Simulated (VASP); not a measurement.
Runs of VASP 6.6.1 on In5O. The structure is that of space group F-43m (No. 216), or close to it. The cells are those of the table. The cell was built from a structure type or drawn by symmetry, and may not be a known phase.

```csv
task,cell,k mesh,cutoff (eV),gap on the mesh (eV),pressure (GPa),relaxed volume (Å³/atom)
single point,"a = 5.483 Å, angles 60.0°, 6 atoms",4 × 4 × 4,520,none,22.8,-
relaxation of cell and atoms,"relaxed from a = 5.483 Å, angles 60.0°, 6 atoms",4 × 4 × 4,600,none,0.0,26.33
single point,"a = 6.054 Å, angles 60.0°, 6 atoms",4 × 4 × 4,520,none,(a),-
relaxation of cell and atoms,"relaxed from a = 6.054 Å, angles 60.0°, 6 atoms",8 × 8 × 8,600,none,0.0,(b)
single point,"a = 6.069 Å, angles 60.0°, 6 atoms",8 × 8 × 8,520,none,-0.1,-
```

Alike in all rows: level PBE; potentials or basis VASP PAW PBE potentials, release 64 (In_d, O); no spin polarisation; smearing gaussian 0.1 eV.

Q: Estimate the missing entries.

A: (a) 0.2; (b) 26.29.

Caveats: spin-orbit coupling is left out, which moves the levels of the heavy elements; an odd number of electrons without spin polarisation forces a metal; a magnetic or distorted state may lie lower; the cell stands under pressure (at least some runs); the volume moved by over 15 % at a fixed basis, so the end points are rough (at least some runs).

A k mesh can miss the band edges, and the runs leave out spin-orbit coupling on In.

A gap of «none» marks levels without a gap at the run's occupations.
